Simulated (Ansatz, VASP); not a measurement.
**One calculation of KZnF3, two programs**

```
CELL_PARAMETERS angstrom
4.00229 0.00000 0.00000
0.00000 4.00229 0.00000
0.00000 0.00000 4.00229
ATOMIC_POSITIONS crystal
K 0.00000 0.00000 0.00000
Zn 0.50000 0.50000 0.50000
F 0.00000 0.50000 0.50000
F 0.50000 0.00000 0.50000
F 0.50000 0.50000 0.00000
```

Alike in both runs: task single point; functional PBE; k mesh 6 × 6 × 6; occupations gaussian, width 0.02 eV; no spin polarisation.

|  | VASP | Ansatz |
| --- | --- | --- |
| version | VASP 6.6.1 | Ansatz 0.2.0 |
| potentials or method | VASP PAW PBE potentials, release 64 (K_sv, Zn, F), cutoff 520 eV | scalar-relativistic, plane waves, PAW |
| valence electrons in the cell | 42 | 42 |

```tsv
	VASP	Ansatz	Ansatz less VASP
gap on the k mesh at the Fermi level (eV)	3.88	3.96	+0.073
least direct gap on the mesh (eV)	5.95	5.99	+0.043
pressure (GPa)	8.5	8.0	-0.49
```
